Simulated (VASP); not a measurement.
# GaAs (F-43m) in VASP: further runs

Runs on GaAs. Level: PBE. Tasks: dielectric tensor.

All numbers are computed with VASP 6.6.1; they aren't measurements. Logs are shortened: lines on timing, memory, paths and dates and some standing lists are left out, and cuts for length are marked.

## 1. The cell of the first run

Symmetry: F-43m, No. 216, cubic system. Conventional cell: a = 5.666 Å, b = 5.666 Å, c = 5.666 Å, α = 90.00°, β = 90.00°, γ = 90.00°. Ga (site symmetry -43m) has 4 As at 2.45 Å within 3.2 Å. As (site symmetry -43m) has 4 Ga at 2.45 Å within 3.2 Å.

## 2. Dielectric tensor, PBE

INCAR

```
SYSTEM = GaAs
ALGO = Normal ; EDIFF = 1E-8
ENCUT = 520 ; GGA = PE
ISIF = 2 ; ISMEAR = 0
LASPH = .True. ; LCHARG = .False.
LEPSILON = .True. ; LREAL = .False.
LWAVE = .False. ; NELM = 60
PREC = Accurate ; SIGMA = 0.01
```

KPOINTS

```
k-points
0
Gamma
  6 6 6
  0 0 0
```

POSCAR

```
GaAs
1.0
    0.0000000000      2.8330850794      2.8330850794
    2.8330850794      0.0000000000      2.8330850794
    2.8330850794      2.8330850794      0.0000000000
Ga As
1 1
Direct
    0.0000000000      0.0000000000      0.0000000000
    0.2500000000      0.2500000000      0.2500000000
```

Potentials or basis: VASP PAW PBE potentials, release 64 (Ga_d, As).

Run with:

```bash
> cat potpaw_PBE.64/Ga_d/POTCAR potpaw_PBE.64/As/POTCAR > POTCAR
> mpirun -np 1 vasp_std > vasp.out
```

OUTCAR:

```text
SYSTEM = GaAs
   EDIFF = 1E-8
   ENCUT = 520
   GGA = PE
   ISIF = 2
   ISMEAR = 0
   LASPH = .True.
   LEPSILON = .True.
   LREAL = .False.
   NELM = 60
   PREC = Accurate

 ion  position               nearest neighbor table
   1  0.000  0.000  0.000-   2 2.45   2 2.45   2 2.45   2 2.45
   2  0.250  0.250  0.250-   1 2.45   1 2.45   1 2.45   1 2.45

  LATTYP: Found a face centered cubic cell.
 ALAT       =     5.6661701588

  Lattice vectors:

 A1 = (   0.0000000000,   2.8330850794,   2.8330850794)
 A2 = (   2.8330850794,   0.0000000000,   2.8330850794)
 A3 = (   2.8330850794,   2.8330850794,   0.0000000000)

Analysis of symmetry for initial positions (statically):
=====================================================================
 Subroutine PRICEL returns:
 Original cell was already a primitive cell.

 Routine SETGRP: Setting up the symmetry group for a
 face centered cubic supercell.

 Subroutine GETGRP returns: Found 24 space group operations
 (whereof 24 operations were pure point group operations)
 out of a pool of 48 trial point group operations.

The static configuration has the point symmetry T_d .

Analysis of symmetry for dynamics (positions and initial velocities):
=====================================================================
 Subroutine PRICEL returns:
 Original cell was already a primitive cell.

 Routine SETGRP: Setting up the symmetry group for a
 face centered cubic supercell.

 Subroutine GETGRP returns: Found 24 space group operations
 (whereof 24 operations were pure point group operations)
 out of a pool of 48 trial point group operations.

The dynamic configuration has the point symmetry T_d .

 Subroutine INISYM returns: Found 24 space group operations
 (whereof 24 operations are pure point group operations),
 and found     1 'primitive' translations

----------------------------------------------------------------------------------------

                                     Primitive cell

  volume of cell :      45.4788

  direct lattice vectors                    reciprocal lattice vectors
     0.000000000  2.833085079  2.833085079    -0.176486052  0.176486052  0.176486052
     2.833085079  0.000000000  2.833085079     0.176486052 -0.176486052  0.176486052
     2.833085079  2.833085079  0.000000000     0.176486052  0.176486052 -0.176486052

  length of vectors
     4.006587343  4.006587343  4.006587343     0.305682808  0.305682808  0.305682808

  position of ions in fractional coordinates (direct lattice)
     0.000000000  0.000000000  0.000000000
     0.250000000  0.250000000  0.250000000

  ion indices of the primitive-cell ions
   primitive index   ion index
                 1           1
                 2           2

----------------------------------------------------------------------------------------

 KPOINTS: k-points

Automatic generation of k-mesh.
 Grid dimensions read from file:
 generate k-points for:    6    6    6

 Generating k-lattice:

  Cartesian coordinates                     Fractional coordinates (reciprocal lattice)
    -0.029414342  0.029414342  0.029414342     0.166666667  0.000000000  0.000000000
     0.029414342 -0.029414342  0.029414342     0.000000000  0.166666667  0.000000000
     0.029414342  0.029414342 -0.029414342     0.000000000  0.000000000  0.166666667

  Length of vectors
     0.050947135  0.050947135  0.050947135

  Shift w.r.t. Gamma in fractional coordinates (k-lattice)
     0.000000000  0.000000000  0.000000000

 Subroutine IBZKPT returns following result:
 ===========================================

 Found     16 irreducible k-points:

[... 66 lines left out ...]
   LRPA    =     F    only Hartree local field effects (RPA)
 non-spin polarized calculation
 Gauss-broadening in eV      SIGMA  =   0.01
  energy-cutoff  :      520.00
  volume of cell :       45.48
 maximum number of plane-waves:      1243
 NGX is ok and might be reduce to    30
   NGX = 15   NGY = 15   NGZ = 15

--------------------------------------- Ionic step        1  -------------------------------------------

 number of electron      17.9999990 magnetization

 E-fermi :   3.9766     XC(G=0):  -9.5535

 val. band max:        3.8787448904   @ k =   0.0000   0.0000   0.0000
 cond. band min:       4.3469508578   @ k =   0.0000   0.0000   0.0000
 fundamental gap:      0.4682059674
 Fermi energy:         3.9766147827

 k-point     1 :       0.0000    0.0000    0.0000
  band No.  band energies     occupation
      1     -10.9285      2.00000
      2     -10.9285      2.00000
      3     -10.9285      2.00000
      4     -10.8512      2.00000
      5     -10.8512      2.00000
      6      -8.8000      2.00000
      7       3.8787      2.00000
      8       3.8787      2.00000
      9       3.8787      2.00000
     10       4.3470      0.00000
     11       7.5996      0.00000
     12       7.5996      0.00000
     13       7.5996      0.00000
[... 226 lines left out ...]
  band No.  band energies     occupation
      1     -11.0274      2.00000
      2     -10.8937      2.00000
      3     -10.8846      2.00000
      4     -10.8657      2.00000
      5     -10.8443      2.00000
      6      -6.2797      2.00000
      7      -2.7812      2.00000
      8       0.5603      2.00000
      9       0.7037      2.00000
     10       7.1501      0.00000
     11       7.3141      0.00000
     12      10.9625      0.00000
     13      11.2551      0.00000

  FORCE on cell =-STRESS in cart. coord.  units (eV):
  Direction    XX          YY          ZZ          XY          YZ          ZX
  --------------------------------------------------------------------------------------
  -------------------------------------------------------------------------------------
  Total        0.8387428      0.8387428      0.8387428      0.0000000      0.0000000     -0.0000000
  in kB       29.5481683     29.5481683     29.5481683      0.0000000      0.0000000     -0.0000000
  external PRESSURE =      29.5481683 kB  Pullay stress =       0.0000000 kB

 VOLUME and BASIS-vectors are now :
 -----------------------------------------------------------------------------
  energy-cutoff  :      520.00
  volume of cell :       45.48
      direct lattice vectors                 reciprocal lattice vectors
     0.000000000  2.833085079  2.833085079    -0.176486052  0.176486052  0.176486052
     2.833085079  0.000000000  2.833085079     0.176486052 -0.176486052  0.176486052
     2.833085079  2.833085079  0.000000000     0.176486052  0.176486052 -0.176486052

 POSITION                                       TOTAL-FORCE (eV/Angst)
 -----------------------------------------------------------------------------------
      0.00000      0.00000      0.00000        -0.000000     -0.000000     -0.000000
      1.41654      1.41654      1.41654         0.000000      0.000000      0.000000
 -----------------------------------------------------------------------------------
    total drift:                                0.000002      0.000002      0.000002

  FREE ENERGIE OF THE ION-ELECTRON SYSTEM (eV)
  ---------------------------------------------------
  free  energy   TOTEN  =        -8.2330036592 eV

  energy  without entropy=       -8.2330036592  energy(sigma->0) =       -8.23300366

 HEAD OF MICROSCOPIC STATIC DIELECTRIC TENSOR (INDEPENDENT PARTICLE, excluding Hartree and local field effects)
 ------------------------------------------------------
          63.654201     0.000000     0.000000
           0.000000    63.654201     0.000000
           0.000000     0.000000    63.654201
 ------------------------------------------------------

 Free energy of the ion-electron system (eV)
  ---------------------------------------------------
  ---------------------------------------------------
  free energy    TOTEN  =        -8.12986095 eV

  energy without entropy =       -8.12986095

------------------------ aborting loop because EDIFF is reached ----------------------------------------

--------------------------------------- Ionic step        2  -------------------------------------------

------------------------ aborting loop because EDIFF is reached ----------------------------------------

--------------------------------------- Ionic step        3  -------------------------------------------

 Free energy of the ion-electron system (eV)
  ---------------------------------------------------
  ---------------------------------------------------
  free energy    TOTEN  =        -8.12986120 eV

  energy without entropy =       -8.12986120

------------------------ aborting loop because EDIFF is reached ----------------------------------------

 PIEZOELECTRIC TENSOR FIELD DIRECTION 3  (e Angst)
 -----------------------------------------------------------------------------
    -0.00218 -4.02175  0.00000           (  0.00001 -0.02003  0.00000)
    -4.02175 -0.00218  0.00000           ( -0.02003  0.00001  0.00000)
     0.00000  0.00000  0.00272           (  0.00000  0.00000 -0.00000)

 PIEZOELECTRIC TENSOR FIELD DIRECTION 3  (C/m^2)
 -----------------------------------------------------------------------------
    -0.00077 -1.41683  0.00000
    -1.41683 -0.00077  0.00000
     0.00000  0.00000  0.00096

 MACROSCOPIC STATIC DIELECTRIC TENSOR (including local field effects in DFT)
 ------------------------------------------------------
          63.117761    -0.000000     0.000000
          -0.000000    63.117761    -0.000000
           0.000000     0.000000    63.117761
 ------------------------------------------------------

 PIEZOELECTRIC TENSOR (including local field effects)  for field in x, y, z        (e  Angst)
          XX          YY          ZZ          XY          YZ          ZX
  --------------------------------------------------------------------------------
  x     0.00000     0.00000    -0.00000     0.00000    -4.03723     0.00000
  y    -0.00000    -0.00000     0.00000     0.00000     0.00000    -4.03723
  z     0.00000    -0.00000    -0.00000    -4.03723     0.00000     0.00000

 PIEZOELECTRIC TENSOR (including local field effects)  for field in x, y, z        (C/m^2)
          XX          YY          ZZ          XY          YZ          ZX
  --------------------------------------------------------------------------------
  x     0.00000     0.00000    -0.00000     0.00000    -1.42228     0.00000
  y    -0.00000    -0.00000     0.00000     0.00000     0.00000    -1.42228
  z     0.00000    -0.00000    -0.00000    -1.42228     0.00000     0.00000

 BORN EFFECTIVE CHARGES (including local field effects) (in |e|, cummulative output)
 ---------------------------------------------------------------------------------
 ion    1
    1     2.64176     0.00000     0.00000
    2     0.00000     2.64176     0.00000
    3    -0.00000     0.00000     2.64176
 ion    2
    1    -2.64176    -0.00000     0.00000
    2    -0.00000    -2.64176     0.00000
    3     0.00000    -0.00000    -2.64176
```

Run time: 2.9 min. Hardware: 1 thread of Intel Xeon Platinum 8488C (Sapphire Rapids), shared host; peak memory 0.23 GiB.

What came out:

| Item | Value |
| --- | --- |
| Band gap on the k mesh | 0.47 eV, direct |
| Electronic dielectric tensor (diagonal) | 63.12 |
| Born charges (mean of the diagonal) | Ga +2.64; As -2.64 e |

Electronic dielectric tensor:
```
63.12  0.00  0.00
 0.00 63.12  0.00
 0.00  0.00 63.12
```

Born effective charge tensors (e):
atom 1, Ga
```
2.64 0.00 0.00
0.00 2.64 0.00
0.00 0.00 2.64
```
atom 2, As
```
-2.64  0.00  0.00
 0.00 -2.64  0.00
 0.00  0.00 -2.64
```

Caveat: the gap is small at this level, which inflates the dielectric constant. Expect the measured gap to be larger: semilocal functionals such as PBE lack the derivative discontinuity.

(Continued in part 2 of 2.)
